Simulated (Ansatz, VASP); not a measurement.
**KI in VASP and in Ansatz**

```
K I
1.0
     4.03391    0.00000    0.00000
     0.00000    4.03391    0.00000
     0.00000    0.00000    4.37449
K I
1 1
Direct
  0.00000 0.00000 0.00000
  0.50000 0.50000 0.50000
```

Change from the starting cell: epitaxial_xy strain -6.0%.

Alike in both runs: task single point; functional PBE; k mesh 6 × 6 × 6; occupations fermi-dirac, width 0.02 eV; no spin polarisation.

|  | VASP | Ansatz |
| --- | --- | --- |
| version | VASP 6.6.1 | Ansatz 0.2.0 |
| potentials or method | VASP PAW PBE potentials, release 64 (K_sv, I) | plane waves, PAW |
| plane-wave cutoff (eV) | 520 | 420 |
| valence electrons in the cell | 16 | 26 |

```tsv
	VASP	Ansatz	Ansatz less VASP
gap on the k mesh at the Fermi level (eV)	3.27	3.28	+0.005
pressure (GPa)	2.5	2.5	-0.05
traceless stress, the component that is largest in VASP (GPa)	-1.88	-1.88	-0.006
```

With one functional, cell and mesh, what is left measures potentials, basis and numerics. VASP's potentials hold 16 valence electrons a cell and Ansatz's 26, so a difference there can come from the potentials and not from the codes.

Spin-orbit coupling is off throughout.
